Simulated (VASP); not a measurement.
A run of VASP 6.6.1:

INCAR

```
SYSTEM = HfO2
  ALGO = Normal
  EDIFF = 1E-6
  ENCUT = 520
  ISIF = 2
  ISMEAR = -1
  LASPH = .True.
  LCHARG = .False.
  LDAU = .True.
  LDAUJ = 0 0
  LDAUL = 2 -1
  LDAUPRINT = 1
  LDAUTYPE = 2
  LDAUU = 1 0
  LMAXMIX = 4
  LREAL = .False.
  LWAVE = .False.
  NBANDS = 56
  NELM = 150
  PREC = Accurate
  SIGMA = 0.05
```

The input KPOINTS:

```
k-points
0
Gamma
  5 5 6
  0 0 0
```

The input POSCAR:

```
HfO2
1.0
    5.0803194000      0.0000000000      0.0000000000
    0.0000000000      5.1648674500      0.0000000000
    0.0000000000      0.0000000000      4.8908836500
Hf O
4 8
Direct
    0.2225908200      0.7817995800      0.2720679400
    0.7225908200      0.7182004200      0.7279320600
    0.7774091800      0.2182004200      0.2720679400
    0.2774091800      0.2817995800      0.7279320600
    0.1868153200      0.1636487800      0.1045346200
    0.6868153200      0.3363512200      0.8954653800
    0.8131846800      0.8363512200      0.1045346200
    0.3131846800      0.6636487800      0.8954653800
    0.0000000000      0.5000000000      0.4890544500
    0.5000000000      0.0000000000      0.5109455500
    0.0000000000      0.0000000000      0.5756249900
    0.5000000000      0.5000000000      0.4243750100
```

Potentials or basis: VASP PAW LDA potentials, release 64 (Hf_pv, O).

The run is started by

```console
$ cat potpaw_LDA.64/Hf_pv/POTCAR potpaw_LDA.64/O/POTCAR > POTCAR
$ mpirun -np 1 vasp_std > vasp.out
```

Hardware: 1 thread of Intel(R) Xeon(R) Platinum 8559C (Emerald Rapids), on a shared host.

**Question.** How long does it take, and how much memory?

**Answer.** Wall time 110 s on 1 thread of Intel(R) Xeon(R) Platinum 8559C (Emerald Rapids), on a shared host, peak memory 0.3 GiB. Counts: scf iterations 14, k points 36.
